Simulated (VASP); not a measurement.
Write the native input for VASP 6.6.1 that does the following.

* Task: single point
* Functional: PBEsol
* Potentials or basis: VASP PAW PBE potentials, release 64 (Ta_pv, Cu)
* Cutoff: 520 eV
* k mesh: 9 × 9 × 9
* Occupations: fermi-dirac, width 0.05 eV
* Spin: no spin polarisation
* Dipole correction: no
* Further INCAR settings: ALGO = Fast; EDIFF = 1e-07; NBANDS = 30

The structure of Ta3Cu lies in POSCAR:

```
Ta3Cu
1.0
   -2.0458602655      2.0458602655      4.2907040909
    2.0458602655     -2.0458602655      4.2907040909
    2.0458602655      2.0458602655     -4.2907040909
Ta Cu
3 1
Direct
    0.5000000000      0.5000000000      0.0000000000
    0.2500000000      0.7500000000      0.5000000000
    0.7500000000      0.2500000000      0.5000000000
    0.0000000000      0.0000000000      0.0000000000
```

These files were run (other wordings do the same):

INCAR

```
SYSTEM = Ta3Cu
PREC = Accurate
ENCUT = 520
EDIFF = 1E-7
ISMEAR = -1
SIGMA = 0.05
LREAL = .False.
LASPH = .True.
NELM = 60
ALGO = Fast
ISIF = 2
LWAVE = .False.
LCHARG = .False.
GGA = PS
NBANDS = 30
```

KPOINTS

```
regular mesh
0
Gamma
  9 9 9
  0 0 0
```

Potentials or basis: VASP PAW PBE potentials, release 64 (Ta_pv, Cu).

The run is started by

```console
$ cat potpaw_PBE.64/Ta_pv/POTCAR potpaw_PBE.64/Cu/POTCAR > POTCAR
$ mpirun -np 1 vasp_std > vasp.out
```

Results of the run:

```json
{"Pressure": "-14.9 GPa", "Band gap on the k mesh": "zero (band 22 reaches 6.08 eV, above the bottom of band 23 at 4.89 eV)"}
```

Caveat: the PAW data sets were made with another functional, which shifts forces and pressure a little; spin-orbit coupling is left out, which moves the levels of the heavy elements.

Wall time 3.3 min on 1 thread of Intel(R) Xeon(R) 6975P-C (Granite Rapids) (shared host), peak memory 0.33 GiB.
